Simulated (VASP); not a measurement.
Be, 1 atom in the cell. Symmetry: P4/mmm, No. 123, tetragonal system. Conventional cell: a = 2.020 Å, b = 2.020 Å, c = 2.668 Å, α = 90.00°, β = 90.00°, γ = 90.00°. Within 2.7 Å of Be (site symmetry 4/mmm) lie 6 Be at 2.02 to 2.67 Å. The cell was generated, and may not be a known phase.

- Program: VASP 6.6.1
- Task: single point
- Functional: PBE
- Potentials or basis: VASP PAW PBE potentials, release 64 (Be)
- Cutoff: 520 eV
- k mesh: 28 × 28 × 20
- Occupations: gaussian, width 0.1 eV
- Spin: no spin polarisation
- Dipole correction: no
- Further INCAR settings: ALGO = Normal; EDIFF = 1e-06; NBANDS = 7

Potentials or basis: VASP PAW PBE potentials, release 64 (Be).

Command:

```bash
$ cat potpaw_PBE.64/Be/POTCAR > POTCAR
$ mpirun -np 1 vasp_std > vasp.out
```

Hardware: 1 thread of Intel(R) Xeon(R) 6975P-C (Granite Rapids), on a shared host.

Estimate the wall time of this run.

Run time: 15 s on 1 thread of Intel(R) Xeon(R) 6975P-C (Granite Rapids), on a shared host, peak memory 0.19 GiB. Counts: scf iterations 10, k points 1320.
